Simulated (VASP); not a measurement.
Write the native input for VASP 6.6.1 that does the following.

| Quantity | Value |
| --- | --- |
| Task | single point |
| Functional | PBE |
| Potentials or basis | VASP PAW PBE potentials, release 64 (Sc_sv) |
| Cutoff | 520 eV |
| k mesh | 18 × 18 × 10 |
| Occupations | gaussian, width 0.15 eV |
| Spin | no spin polarisation |
| Dipole correction | no |
| Further INCAR settings | ALGO = Fast; EDIFF = 1e-07; NBANDS = 18 |

The structure of Sc lies in POSCAR:

```
Sc
1.0
    3.4080618342      0.0000000000      0.0000000000
   -1.7040309171      2.9514681261      0.0000000000
    0.0000000000      0.0000000000      5.1099600000
Sc
2
Direct
    0.3333333333      0.6666666667      0.2500000000
    0.6666666667      0.3333333333      0.7500000000
```

This cell differs from its parent crystal: strain +0.030 along x and y, -0.030 along z.

These files were run (other wordings do the same):

INCAR

```
ALGO     = Fast           # electronic algorithm
EDIFF    = 1E-7           # SCF threshold, eV
ENCUT    = 520            # plane-wave cutoff, eV
GGA      = PE             # functional
ISIF     = 2              # what is computed and relaxed
ISMEAR   = 0              # smearing method
LASPH    = True           # aspherical terms in the spheres
LCHARG   = False          # write CHGCAR
LREAL    = False          # projectors in reciprocal space
LWAVE    = False          # write WAVECAR
NBANDS   = 18             # bands
NELM     = 60             # most SCF steps
PREC     = Accurate       # precision mode
SIGMA    = 0.15           # smearing width, eV
```

KPOINTS

```
k-points
0
Gamma
  18 18 10
```

Potentials or basis: VASP PAW PBE potentials, release 64 (Sc_sv).

The run is started by

```console
$ cat potpaw_PBE.64/Sc_sv/POTCAR > POTCAR
$ mpirun -np 1 vasp_std > vasp.out
```

It gave:

```json
{
  "Pressure": "-2.1 GPa",
  "Band gap on the k mesh": "zero (bands 11 and 12 overlap by 1.58 eV)"
}
```

Caveat: the cell differs from its parent crystal (strain +0.030 along x and y, -0.030 along z).

It took 7.7 min on 1 thread of Intel Xeon 8259CL, with other jobs on the host, peak memory 0.3 GiB.
